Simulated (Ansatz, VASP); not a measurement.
# Ni2Cl in VASP and in Ansatz

```
Ni Cl
1.0
     4.11185    0.00000    0.00000
    -2.05593    3.56097    0.00000
     0.00000    0.00000    2.93160
Ni Cl
2 1
Direct
  0.33333 0.66667 0.50000
  0.66667 0.33333 0.50000
  0.00000 0.00000 0.00000
```

Change from the starting cell: species swapped into the LaCu2 type (P6/mmm, No. 191).

Alike in both runs: functional PBE; k mesh 12 × 12 × 16; occupations gaussian, width 0.1 eV; collinear spin.

Ansatz relaxed the structure, and its values are those at the end. VASP's run is a single point on that final structure, the one shown.

|  | VASP | Ansatz |
| --- | --- | --- |
| version | VASP 6.6.1 | Ansatz 0.2.0 |
| potentials or method | VASP PAW PBE potentials, release 64 (Ni, Cl), cutoff 520 eV | scalar-relativistic, plane waves, PAW |
| valence electrons in the cell | 27 | 43 |

|  | VASP | Ansatz | Ansatz less VASP |
| --- | --- | --- | --- |
| gap on the k mesh at the Fermi level (eV) | none | none | - |
| pressure (GPa) | 0.0 | 0.0 | -0.02 |
| net moment per atom (μB) | 0.44 | 0.45 | +0.002 |
| size of the moment on the site where the two differ most (μB) | 0.68 | 0.70 | +0.025 |

Site moments also hang on the region over which each program counts them. A gap of «none» marks a metal or a gap that the smearing closes. VASP's potentials hold 27 valence electrons a cell and Ansatz's 43, so a difference there can come from the potentials and not from the codes.
